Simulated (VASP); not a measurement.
Here is a VASP 6.6.1 calculation.

Contents of INCAR:

```
PREC = Accurate
ENCUT = 520
EDIFF = 1E-7
ISMEAR = 0
SIGMA = 0.1
LREAL = False
LASPH = True
NELM = 60
ALGO = Normal
ISIF = 2
LWAVE = False
LCHARG = True
GGA = PE
LELF = True
LVHAR = True
NBANDS = 26
```

Contents of KPOINTS:

```
Automatic mesh
0
Gamma
  4 4 4
```

POSCAR

```
GaSe4
1.0
    5.1632085605      0.0000000000      0.0000000000
    0.0000000000      5.1632085605      0.0000000000
    0.0000000000      0.0000000000      5.1632085605
Ga Se
1 4
Direct
    0.5000000000      0.5000000000      0.5000000000
    0.5000000000      0.0000000000      0.0000000000
    0.0000000000      0.5000000000      0.0000000000
    0.0000000000      0.0000000000      0.5000000000
    0.0000000000      0.0000000000      0.0000000000
```

Potentials or basis: VASP PAW PBE potentials, release 64 (Ga_d, Se).

The run is started by

```sh
$ cat potpaw_PBE.64/Ga_d/POTCAR potpaw_PBE.64/Se/POTCAR > POTCAR
$ mpirun -np 1 vasp_std > vasp.out
```

**Question.** What does it give for the pressure?

**Answer.** 0.2 GPa.
